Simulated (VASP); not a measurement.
Wanted: the native input for a VASP 6.6.1 run.

* Task: relaxation of cell and atoms
* Functional: r2SCAN
* Potentials or basis: VASP PAW PBE potentials, release 64 (Ag)
* Cutoff: 550 eV
* k mesh: 18 × 18 × 10
* Occupations: gaussian, width 0.1 eV
* Spin: no spin polarisation
* Target pressure: 90 GPa
* Dipole correction: no
* Further INCAR settings: ALGO = Normal; EDIFF = 1e-07; IBRION = 2; EDIFFG = -0.008; NSW = 70; ISIF = 3

Crystal: Ag.

```xyz
2
Lattice="2.6065 0.0000 0.0000 -1.3032 2.2573 0.0000 0.0000 0.0000 4.2582" Properties=species:S:1:pos:R:3 pbc="T T T"
Ag    0.0000    1.5048    1.0645
Ag    1.3032    0.7524    3.1936
```

This isn't the form of Ag at room conditions, which is fcc.

One way to write it, as run:

POSCAR

```
Ag
1.0
    2.6064570254      0.0000000000      0.0000000000
   -1.3032285127      2.2572579978      0.0000000000
    0.0000000000      0.0000000000      4.2581709279
Ag
2
Direct
    0.3333333333      0.6666666667      0.2500000000
    0.6666666667      0.3333333333      0.7500000000
```

INCAR.step1

```
ALGO = Normal
EDIFF = 1E-5
EDIFFG = -0.005
ENCUT = 550
GGA = PE
GGA_COMPAT = False
IBRION = 2
ISIF = 3
ISMEAR = 0
LASPH = True
LCHARG = False
LREAL = False
LWAVE = True
NELM = 120
NELMIN = 4
NSW = 100
PREC = Accurate
SIGMA = 0.1
```

INCAR.step2

```
ALGO = Normal
EDIFF = 1E-7
EDIFFG = -0.008
ENCUT = 550
GGA_COMPAT = False
IBRION = 2
ISIF = 3
ISMEAR = 0
ISTART = 1
LASPH = True
LCHARG = False
LMIXTAU = True
LREAL = False
LWAVE = False
METAGGA = R2SCAN
NELM = 120
NELMIN = 4
NSW = 70
PREC = Accurate
PSTRESS = 900.0
SIGMA = 0.1
```

KPOINTS

```
k-points
0
Gamma
  18 18 10
```

Potentials or basis: VASP PAW PBE potentials, release 64 (Ag).

Launch:

```sh
$ cat potpaw_PBE.64/Ag/POTCAR > POTCAR
$ cp INCAR.step1 INCAR
$ mpirun -np 1 vasp_std > vasp.out
$ cp INCAR.step2 INCAR
$ mpirun -np 1 vasp_std > vasp.out
```

Results of the run:

The relaxed volume is 12.39 Å³/atom. The relaxed cell is a = 2.597 Å, b = 2.597 Å, c = 4.243 Å, α = 90.00°, β = 90.00°, γ = 120.00°, the space group after relaxing (to 0.1 Å) is P6_3/mmc (No. 194) and the energy change on relaxing (the run minimises the enthalpy) is +72.2 meV/atom. The ionic steps are 4, the pressure after relaxing is 90.0 GPa and the band gap on the k mesh is zero (bands 11 and 12 overlap by 9.71 eV).

Caveat: the cell is relaxed towards a set pressure, so the run minimises the enthalpy, not the energy; the PAW data sets were made with another functional, which shifts forces and pressure a little.

Wall time 24 min on 1 thread of Intel(R) Xeon(R) Platinum 8488C (Sapphire Rapids) (shared host), peak memory 0.22 GiB.
